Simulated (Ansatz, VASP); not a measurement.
## Two plane-wave programs on BP

Contents of INCAR:

```
SYSTEM = BP
  PREC = Accurate
  ENCUT = 520
  EDIFF = 1E-8
  ISMEAR = -1
  SIGMA = 0.08
  LREAL = .FALSE.
  LASPH = .TRUE.
  NELM = 60
  ALGO = Normal
  ISIF = 2
  LWAVE = .FALSE.
  LCHARG = .FALSE.
  GGA = PE
  LEFG = .TRUE.
  NBANDS = 11
```

Contents of KPOINTS:

```
regular mesh
0
G
  13 13 11
  0 0 0
```

POSCAR

```
BP
1.0
    3.0095726219      0.0000000000      0.0000000000
   -1.5047863109      2.6063663451      0.0000000000
    0.0000000000      0.0000000000      2.6617970824
B P
1 1
Direct
    0.0000000000      0.0000000000      0.0000000000
    0.3333333333      0.6666666667      0.5000000000
```

Input for Ansatz:

```yaml
crystal:
  lattice:
    - [3.0095726219, 0.0, 0.0]
    - [-1.5047863109, 2.6063663451, 0.0]
    - [0.0, 0.0, 2.6617970824]
  atoms:
    - { symbol: B, position: [0.0, 0.0, 0.0] }
    - { symbol: P, position: [0.3333333333, 0.6666666667, 0.5] }
kpoints:
  mp_grid: { grid: [13, 13, 11] }
  band_path:
    path:
      - [0.0, 0.0, 0.0]
      - [0.5, 0.0, 0.0]
      - [0.3333333333, 0.3333333333, 0.0]
      - [0.0, 0.0, 0.0]
      - [0.0, 0.0, 0.5]
      - [0.5, 0.0, 0.5]
      - [0.3333333333, 0.3333333333, 0.5]
      - [0.0, 0.0, 0.5]
      - [0.5, 0.0, 0.5]
    npoints: 14
scf:
  occupations: { method: fermi_dirac, width: 0.08 }
hamiltonian:
  xc: pbe
  pseudopotentials: { kind: paw }
output:
  forces: true
  stress: true
  eigenvalues: true
  efg: { contact_densities: true }
  populations: true
  bader: true
  dos: { projected: true, de: 0.2, e_range: [-14, 8] }
  write_density: true
  write_potential: true
  elf: true
  volumetric_format: npy
```

Alike in both runs: task electric field gradients; functional PBE; k mesh 13 × 13 × 11; occupations fermi-dirac, width 0.08 eV; no spin polarisation.

|  | VASP | Ansatz |
| --- | --- | --- |
| version | VASP 6.6.1 | Ansatz 0.2.0 |
| potentials or method | VASP PAW PBE potentials, release 64 (B, P) | PAW with Ansatz's default frozen-core files, scalar-relativistic |
| plane-wave cutoff (eV) | 520 | 420 |
| valence electrons in the cell | 8 | 8 |

VASP gave:

* pressure (GPa): -0.2
* size of Vzz on the site where it differs most (V/Å²): 24.5

**Question.** Estimate Ansatz's values.

**Answer.** Pressure (GPa): 0.0; size of Vzz on the site where it differs most (V/Å²): 23.9.

The functional is the same, so the differences come from potentials, cutoffs and numerics.
